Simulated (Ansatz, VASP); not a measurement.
# Two plane-wave programs on Ba3Hf

Contents of INCAR:

```
ALGO = Normal
EDIFF = 1E-6
EDIFFG = -0.04
ENCUT = 600
GGA = PE
IBRION = 2
ISIF = 3
ISMEAR = 0
LASPH = True
LCHARG = False
LREAL = False
LWAVE = False
NELM = 100
NSW = 90
PREC = Accurate
SIGMA = 0.1
```

The input KPOINTS:

```
k-points
0
Gamma
  4 4 4
```

Contents of POSCAR:

```
Ba3Hf
1.0
    5.0598450255      0.0000000000      0.0000000000
    0.0000000000      5.0598450255      0.0000000000
    0.0000000000      0.0000000000      5.0598450255
Ba Hf
3 1
Direct
    0.0000000000      0.5000000000      0.5000000000
    0.5000000000      0.0000000000      0.5000000000
    0.5000000000      0.5000000000      0.0000000000
    0.0000000000      0.0000000000      0.0000000000
```

Input for Ansatz:

```yaml
crystal:
  lattice:
    - [5.0598450255, 0.0, 0.0]
    - [0.0, 5.0598450255, 0.0]
    - [0.0, 0.0, 5.0598450255]
  atoms:
    - { symbol: Ba, position: [0.0, 0.5, 0.5] }
    - { symbol: Ba, position: [0.5, 0.0, 0.5] }
    - { symbol: Ba, position: [0.5, 0.5, 0.0] }
    - { symbol: Hf, position: [0.0, 0.0, 0.0] }
basis:
  ecutwfc: 420
kpoints:
  mp_grid: { grid: [4, 4, 4] }
hamiltonian:
  xc: pbe
scf:
  occupations: { method: gaussian, width: 0.1 }
  lower_state_search: "off"
output:
  forces: true
  stress: true
  eigenvalues: true
relax:
  adjacent_minimum: "off"
  f_tol: 0.04
  max_steps: 70
  cell: { stress_tol: 0.4 }
```

Alike in both runs: task relaxation of cell and atoms; functional PBE; k mesh 4 × 4 × 4; occupations gaussian, width 0.1 eV; no spin polarisation.

|  | VASP | Ansatz |
| --- | --- | --- |
| version | VASP 6.6.1 | Ansatz 0.2.0 |
| potentials or method | VASP PAW PBE potentials, release 64 (Ba_sv, Hf_pv), cutoff 600 eV | scalar-relativistic, plane waves, PAW |
| valence electrons in the cell | 40 | 56 |

Ansatz gave:

- gap on the k mesh at the Fermi level, each at its own relaxed structure (eV): none
- relaxed volume (Å³/atom): 43.57
- relaxed cell length with the largest relative difference (Å): 5.586

Problem. What did VASP give for the same quantities?

Solution. gap on the k mesh at the Fermi level, each at its own relaxed structure (eV): none; relaxed volume (Å³/atom): 44.55; relaxed cell length with the largest relative difference (Å): 5.627.

A gap of «none» marks a metal or a gap that the smearing closes. VASP's potentials hold 40 valence electrons a cell and Ansatz's 56, so a difference there can come from the potentials and not from the codes.

Neither program's run includes spin-orbit coupling. Noted on VASP's run: the volume moved by over 15 % at a fixed basis, so the end points are rough.
